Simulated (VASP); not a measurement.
Here is a VASP 6.6.1 calculation.

The input INCAR:

```
PREC = Accurate
ENCUT = 500
EDIFF = 1E-6
ISMEAR = 0
SIGMA = 0.05
LREAL = F
LASPH = T
NELM = 120
ALGO = Normal
ISIF = 2
LWAVE = F
LCHARG = F
GGA = PE
IVDW = 13
NBANDS = 17
GGA_COMPAT = F
```

KPOINTS

```
Automatic mesh
0
Gamma
  6 6 6
```

POSCAR

```
TePb
1.0
    0.0000000000      3.2783494228      3.2783494228
    3.2783494228      0.0000000000      3.2783494228
    3.2783494228      3.2783494228      0.0000000000
Pb Te
1 1
Direct
    0.5000000000      0.5000000000      0.5000000000
    0.0000000000      0.0000000000      0.0000000000
```

Potentials or basis: VASP PAW PBE potentials, release 64 (Pb_d, Te).

The run is started by

```sh
$ cat potpaw_PBE.64/Pb_d/POTCAR potpaw_PBE.64/Te/POTCAR > POTCAR
$ mpirun -np 1 vasp_std > vasp.out
```

(1) Predict the pressure.

(2) Predict the band gap on the k mesh.

(3) Estimate the dispersion energy per atom.

## Answers

(1) -0.9 GPa.

(2) 0.82 eV, direct.

(3) -0.422 eV.

Caveat: spin-orbit coupling is left out, which moves the levels of the heavy elements.
